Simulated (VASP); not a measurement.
# Si (Imma) in VASP: a series of runs

Runs on Si. Level: LDA. Tasks: single point.

Program: VASP 6.6.1. These are calculated values, not measurements. Logs are shortened: lines on timing, memory, paths and dates and some standing lists are left out, and cuts for length are marked.

## 1. The cell of the first run

The structure is orthorhombic, space group Imma (No. 74). Conventional cell: a = 4.592 Å, b = 4.832 Å, c = 2.550 Å, α = 90.00°, β = 90.00°, γ = 90.00°. Si (site symmetry mm2) has 10 Si at 2.43 to 3.31 Å within 3.4 Å.

## 2. Single point, LDA (equal xx and yy strain of +2 %)

Input file INCAR:

```
PREC = Accurate
ENCUT = 520
EDIFF = 1E-7
ISMEAR = -1
SIGMA = 0.05
LREAL = F
LASPH = T
NELM = 60
ALGO = Normal
ISIF = 2
LWAVE = F
LCHARG = F
NBANDS = 11
```

Input file KPOINTS:

```
regular mesh
0
Gamma
  16 16 16
```

Input file POSCAR:

```
Si
1.0
   -2.2960200000      2.4158700000      1.2750000000
    2.2960200000     -2.4158700000      1.2750000000
    2.2960200000      2.4158700000     -1.2750000000
Si
2
Direct
    0.8070000000      0.5570000000      0.2500000000
    0.1930000000      0.4430000000      0.7500000000
```

Potentials or basis: VASP PAW LDA potentials, release 64 (Si).

On the command line:

```console
cat potpaw_LDA.64/Si/POTCAR > POTCAR
mpirun -np 1 vasp_std > vasp.out
```

OUTCAR:

```text
PREC = Accurate
   ENCUT = 520
   EDIFF = 1E-7
   ISMEAR = -1
   LREAL = F
   LASPH = T
   NELM = 60
   ISIF = 2

 ion  position               nearest neighbor table
   1  0.807  0.557  0.250-   2 2.43   2 2.43   2 2.50   2 2.50   2 2.78   2 2.78
   2  0.193  0.443  0.750-   1 2.43   1 2.43   1 2.50   1 2.50   1 2.78   1 2.78

  LATTYP: Found a body centered orthorhombic cell.
 ALAT       =     2.5500000000
 B/A-ratio  =     1.8008000000
 C/A-ratio  =     1.8948000000

  Lattice vectors:

 A1 = (   2.2960200000,  -2.4158700000,   1.2750000000)
 A2 = (  -2.2960200000,  -2.4158700000,  -1.2750000000)
 A3 = (   2.2960200000,   2.4158700000,  -1.2750000000)

Analysis of symmetry for initial positions (statically):
=====================================================================
 Subroutine PRICEL returns:
 Original cell was already a primitive cell.

 Routine SETGRP: Setting up the symmetry group for a
 body centered orthorhombic supercell.

 Subroutine GETGRP returns: Found  8 space group operations
 (whereof  4 operations were pure point group operations)
 out of a pool of  8 trial point group operations.

The static configuration has the point symmetry C_2h.
 The point group associated with its full space group is D_2h.

Analysis of symmetry for dynamics (positions and initial velocities):
=====================================================================
 Subroutine PRICEL returns:
 Original cell was already a primitive cell.

 Routine SETGRP: Setting up the symmetry group for a
 body centered orthorhombic supercell.

 Subroutine GETGRP returns: Found  8 space group operations
 (whereof  4 operations were pure point group operations)
 out of a pool of  8 trial point group operations.

The dynamic configuration has the point symmetry C_2h.
 The point group associated with its full space group is D_2h.

 Subroutine INISYM returns: Found  8 space group operations
 (whereof  4 operations are pure point group operations),
 and found     1 'primitive' translations

----------------------------------------------------------------------------------------

                                     Primitive cell

  volume of cell :      28.2891

  direct lattice vectors                    reciprocal lattice vectors
    -2.296020000  2.415870000  1.275000000     0.000000000  0.206964779  0.392156863
     2.296020000 -2.415870000  1.275000000     0.217768138  0.000000000  0.392156863
     2.296020000  2.415870000 -1.275000000     0.217768138  0.206964779  0.000000000

  length of vectors
     3.568439533  3.568439533  3.568439533     0.443420145  0.448564340  0.300428663

  position of ions in fractional coordinates (direct lattice)
     0.807000000  0.557000000  0.250000000
     0.193000000  0.443000000  0.750000000

  ion indices of the primitive-cell ions
   primitive index   ion index
                 1           1
                 2           2

----------------------------------------------------------------------------------------

 KPOINTS: regular mesh

Automatic generation of k-mesh.
 Grid dimensions read from file:
 generate k-points for:   16   16   16

 Generating k-lattice:

  Cartesian coordinates                     Fractional coordinates (reciprocal lattice)
     0.000000000  0.012935299  0.024509804     0.062500000 -0.000000000  0.000000000
     0.013610509  0.000000000  0.024509804    -0.000000000  0.062500000  0.000000000
     0.013610509  0.012935299  0.000000000     0.000000000  0.000000000  0.062500000

  Length of vectors
     0.027713759  0.028035271  0.018776791

  Shift w.r.t. Gamma in fractional coordinates (k-lattice)
     0.000000000  0.000000000  0.000000000

 Subroutine IBZKPT returns following result:
 ===========================================

 Found    621 irreducible k-points:

 Following reciprocal coordinates:
            Coordinates               Weight
  0.000000  0.000000  0.000000      1.000000
  0.062500 -0.000000  0.000000      4.000000
  0.125000 -0.000000  0.000000      4.000000
  0.187500 -0.000000  0.000000      4.000000
  0.250000 -0.000000  0.000000      4.000000
  0.312500 -0.000000  0.000000      4.000000
[... 16 lines left out ...]
 -0.187500  0.062500 -0.000000      8.000000
 -0.125000  0.062500 -0.000000      8.000000
 [... further k-points ...]
   k-points           NKPTS =    621   k-points in BZ     NKDIM =    621   number of bands    NBANDS=     11
   number of dos      NEDOS =    301   number of ions     NIONS =      2
   total plane-waves  NPLWV =  21952
   dimension x,y,z NGX =    28 NGY =   28 NGZ =   28
   dimension x,y,z NGXF=    56 NGYF=   56 NGZF=   56
   ions per type =               2
   NGX,Y,Z   is equivalent  to a cutoff of  13.04, 13.04, 13.04 a.u.
   NGXF,Y,Z  is equivalent  to a cutoff of  26.09, 26.09, 26.09 a.u.
 SYSTEM =  unknown system
   PREC   = accura    normal or accurate (medium, high low for compatibility)
   ISTART =      0    job   : 0-new  1-cont  2-samecut
   ICHARG =      2    charge: 1-file 2-atom 10-const
   ISPIN  =      1    spin polarized calculation?
   LNONCOLLINEAR =      F non collinear calculations
   LSORBIT =      F    spin-orbit coupling
   LASPH  =      T    aspherical Exc in radial PAW
   ENCUT  =  520.0 eV  38.22 Ry    6.18 a.u.   6.63  6.63  6.63*2*pi/ulx,y,z
   NELM   =     60;   NELMIN=  2; NELMDL= -5     # of ELM steps
   EDIFF  = 0.1E-06   stopping-criterion for ELM
   LREAL  =      F    real-space projection
   EDIFFG = 0.1E-05   stopping-criterion for IOM
   NSW    =      0    number of steps for IOM
   IBRION =     -1    ionic relax: 0-MD 1-quasi-New 2-CG
   NFREE  =      0    steps in history (QN), initial steepest desc. (CG)
   ISIF   =      2    stress and relaxation
   ISYM   =      2    0-nonsym 1-usesym 2-fastsym
   POTIM  = 0.5000    time-step for ionic-motion
   TEBEG  =    0.0;   TEEND  =   0.0 temperature during run
   PSTRESS=    0.0 pullay stress
   NELECT =       8.0000    total number of electrons
   NUPDOWN=      -1.0000    fix difference up-down
   EMIN   =  10.00;   EMAX   =-10.00  energy-range for DOS
   EFERMI =   0.00;   METHOD = LEGACY
   ISMEAR =    -1;   SIGMA  =   0.05  broadening in eV -4-tet -1-fermi 0-gaus
   EFERMI_NEDOS =   21; number of points for ismear=-14 and -15
   IALGO  =     38    algorithm
   IMIX   =      4    mixing-type and parameters
     AMIX     =   0.40;   BMIX     =  1.00
     AMIX_MAG =   1.60;   BMIX_MAG =  1.00
  volume/ion in A,a.u.               =      14.14        95.45
  Fermi-wavevector in a.u.,A,eV,Ry     =   1.074563  2.030629 15.710438  1.154685
  Thomas-Fermi vector in A             =   2.210394
   LORBIT       =      0    0 simple, 1 ext, 2 COOP (PROOUT), +10 PAW based schemes
   GGA     = CA    functional components
   LHFCALC =     F    Hartree Fock is set to
   AEXX    =    0.0000 exact exchange contribution
   IVDW    =     0    specifies the selected vdW correction
   LEPSILON=     F    determine dielectric tensor
   LRPA    =     F    only Hartree local field effects (RPA)
 non-spin polarized calculation
  energy-cutoff  :      520.00
  volume of cell :       28.29
 maximum number of plane-waves:       779
   NGX = 13   NGY = 13   NGZ = 13

 number of electron       8.0000000 magnetization

 Free energy of the ion-electron system (eV)
  ---------------------------------------------------
  ext. energy  EPLUGINS =         0.00000000
  ---------------------------------------------------
  free energy    TOTEN  =       -11.47118053 eV

  energy without entropy =      -11.46500773  energy(sigma->0) =      -11.46809413

 E-fermi :  10.1197     XC(G=0): -11.2922

 val. band max:       10.1074825426   @ k =   0.3750   0.3750   0.1250
 cond. band min:      10.1204454157   @ k =   0.5000   0.3750   0.0000
 fundamental gap:      0.0129628730
 Fermi energy:        10.1196775340

 k-point     1 :       0.0000    0.0000    0.0000
  band No.  band energies     occupation
      1      -4.2743      2.00000
      2       7.1169      2.00000
      3       7.6306      2.00000
      4       7.9817      2.00000
      5      11.3545      0.00000
      6      17.7933      0.00000
      7      18.5850      0.00000
      8      20.0288      0.00000
      9      20.0898      0.00000
     10      20.7525      0.00000
     11      21.7774      0.00000

 k-point     2 :       0.0625   -0.0000    0.0000
  band No.  band energies     occupation
      1      -4.1637      2.00000
      2       7.0894      2.00000
      3       7.1743      2.00000
      4       8.6189      2.00000
      5      11.5933      0.00000
      6      16.8968      0.00000
      7      18.5669      0.00000
      8      19.1028      0.00000
      9      19.7715      0.00000
     10      20.4459      0.00000
     11      22.4121      0.00000

 k-point     3 :       0.1250   -0.0000    0.0000
  band No.  band energies     occupation
      1      -3.8322      2.00000
      2       6.7691      2.00000
      3       7.0472      2.00000
      4       9.5417      1.99998
      5      12.2673      0.00000
      6      15.6519      0.00000
      7      16.3735      0.00000
      8      18.3004      0.00000
      9      18.6180      0.00000
     10      20.1330      0.00000
     11      21.5847      0.00000

 k-point     4 :       0.1875   -0.0000    0.0000
  band No.  band energies     occupation
      1      -3.2812      2.00000
      2       6.5563      2.00000
      3       7.0672      2.00000
      4      10.4433      0.00309
      5      13.2897      0.00000
      6      14.1848      0.00000
      7      14.3907      0.00000
      8      16.9534      0.00000
      9      17.1241      0.00000
     10      18.9282      0.00000
     11      22.4477      0.00000

 k-point     5 :       0.2500   -0.0000    0.0000
  band No.  band energies     occupation
      1      -2.5127      2.00000
      2       6.5399      2.00000
      3       7.2082      2.00000
      4      10.2774      0.08182
      5      12.9978      0.00000
      6      13.3686      0.00000
      7      14.4545      0.00000
      8      15.3947      0.00000
      9      16.1632      0.00000
     10      17.8280      0.00000
     11      22.9733      0.00000
[... 211 lines left out ...]
 k-point    21 :      -0.3125    0.0625   -0.0000
  band No.  band energies     occupation
      1      -2.2739      2.00000
      2       5.5746      2.00000
      3       7.2784      2.00000
      4      10.0925      1.26484
      5      12.5804      0.00000
      6      13.6569      0.00000
      7      14.9105      0.00000
      8      15.8309      0.00000
      9      16.2058      0.00000
     10      18.6517      0.00000
     11      22.2208      0.00000

 k-point    22 :      -0.2500    0.0625   -0.0000
  band No.  band energies     occupation
      1      -3.0886      2.00000
      2       5.5172      2.00000
      3       7.1577      2.00000
      4      10.8973      0.00000
      5      13.5878      0.00000
      6      13.7920      0.00000
      7      14.4874      0.00000
      8      16.4730      0.00000
      9      17.5106      0.00000
     10      19.6348      0.00000
     11      21.6831      0.00000

 k-point    23 :      -0.1875    0.0625   -0.0000
  band No.  band energies     occupation
      1      -3.6865      2.00000
      2       5.6508      2.00000
      3       7.1875      2.00000
      4      10.1575      0.63896
      5      13.0817      0.00000
      6      14.7159      0.00000
      7      16.0461      0.00000
      8      17.9515      0.00000
      9      18.8486      0.00000
     10      20.6021      0.00000
     11      21.7074      0.00000

 k-point    24 :      -0.1250    0.0625   -0.0000
  band No.  band energies     occupation
      1      -4.0654      2.00000
      2       5.9608      2.00000
      3       7.3244      2.00000
      4       9.2941      2.00000
      5      12.2300      0.00000
      6      15.8267      0.00000
      7      18.2915      0.00000
      8      19.2421      0.00000
      9      19.6998      0.00000
     10      20.9148      0.00000
     11      22.5516      0.00000

 [... further k-points ...]

------------------------ aborting loop because EDIFF is reached ----------------------------------------

  FORCE on cell =-STRESS in cart. coord.  units (eV):
  Direction    XX          YY          ZZ          XY          YZ          ZX
  --------------------------------------------------------------------------------------
  -------------------------------------------------------------------------------------
  Total        0.8026681      0.7396589      1.0439879      0.0000000      0.0000000      0.0000000
  in kB       45.4597647     41.8911884     59.1271071      0.0000000      0.0000000      0.0000000
  external PRESSURE =      48.8260201 kB  Pullay stress =       0.0000000 kB

 VOLUME and BASIS-vectors are now :
 -----------------------------------------------------------------------------
  energy-cutoff  :      520.00
  volume of cell :       28.29
      direct lattice vectors                 reciprocal lattice vectors
    -2.296020000  2.415870000  1.275000000     0.000000000  0.206964779  0.392156863
     2.296020000 -2.415870000  1.275000000     0.217768138  0.000000000  0.392156863
     2.296020000  2.415870000 -1.275000000     0.217768138  0.206964779  0.000000000

 POSITION                                       TOTAL-FORCE (eV/Angst)
 -----------------------------------------------------------------------------------
     -0.00000      1.20793      1.42035        -0.000000      0.000000      0.043493
      2.29602      1.20793     -0.14535         0.000000     -0.000000     -0.043493
 -----------------------------------------------------------------------------------
    total drift:                                0.000000     -0.000000     -0.000000

  FREE ENERGIE OF THE ION-ELECTRON SYSTEM (eV)
  ---------------------------------------------------
  free  energy   TOTEN  =       -11.4711805310 eV

  energy  without entropy=      -11.4650077263  energy(sigma->0) =      -11.46809413
```

It took 2.3 min on 1 thread of AMD EPYC 7R13 (Zen 3), shared host; peak memory 0.22 GiB.

Results:

| Quantity | Value |
| --- | --- |
| Free energy | -11.4712 eV |
| Pressure | 4.9 GPa |
| Largest force | 0.043 eV/Å |
| Band gap on the k mesh | zero (bands 4 and 5 overlap by 6.94 eV) |

Forces on the atoms (eV/Å):
```
Si   0.000  0.000  0.043
Si   0.000  0.000 -0.043
```

Levels at points of the mesh, in eV from the Fermi level:
| k point | band 1 | band 2 | band 3 | band 4 | band 5 | band 6 | band 7 | band 8 | band 9 |
| --- | --- | --- | --- | --- | --- | --- | --- | --- | --- |
| (0.00, 0.00, 0.00) | -14.39 | -3.00 | -2.49 | -2.14 | 1.23 | 7.67 | 8.47 | 9.91 | 9.97 |
| (0.50, 0.00, 0.00) | -7.62 | -7.30 | -1.81 | -1.37 | -1.18 | 0.23 | 4.61 | 5.02 | 9.68 |
| (0.00, 0.50, 0.00) | -7.57 | -6.97 | -2.79 | -1.98 | -1.53 | 1.31 | 4.90 | 6.17 | 8.87 |
| (0.50, 0.50, 0.00) | -11.19 | -11.19 | 0.03 | 0.03 | 2.60 | 2.60 | 8.84 | 8.84 | 10.52 |
| (0.50, 0.50, 0.50) | -9.17 | -8.17 | -7.38 | -7.14 | 6.07 | 6.85 | 13.12 | 13.82 | 14.35 |

Caveat: the cell differs from its parent crystal (equal xx and yy strain of +2 %); the cell stands under pressure.

(Continued in part 2 of 2.)
